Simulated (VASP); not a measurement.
A run of VASP 6.6.1:

File INCAR:

```
PREC = Accurate
ENCUT = 520
EDIFF = 1E-6
ISMEAR = 0
SIGMA = 0.1
LREAL = False
LASPH = True
NELM = 80
ALGO = Normal
ISIF = 2
LWAVE = False
LCHARG = True
GGA = PE
LELF = True
LVHAR = True
NBANDS = 22
```

File KPOINTS:

```
regular mesh
0
Gamma
  18 18 10
```

POSCAR

```
Rh
1.0
    2.5384555087      0.0000000000      0.0000000000
   -1.2692277543      2.1983669569      0.0000000000
    0.0000000000      0.0000000000      4.1037095303
Rh
2
Direct
    0.6666666667      0.3333333333      0.7500000000
    0.3333333333      0.6666666667      0.2500000000
```

Potentials or basis: VASP PAW PBE potentials, release 64 (Rh_pv).

Launch:

```sh
$ cat potpaw_PBE.64/Rh_pv/POTCAR > POTCAR
$ mpirun -np 1 vasp_std > vasp.out
```

Hardware: 1 thread of AMD EPYC 7R43 64-Core Processor (Zen 3), with other jobs on the host.

How long does it take, and how much memory?

Wall time 71 s on 1 thread of AMD EPYC 7R43 64-Core Processor (Zen 3), with other jobs on the host, peak memory 0.16 GiB. Counts: scf iterations 11, k points 222.
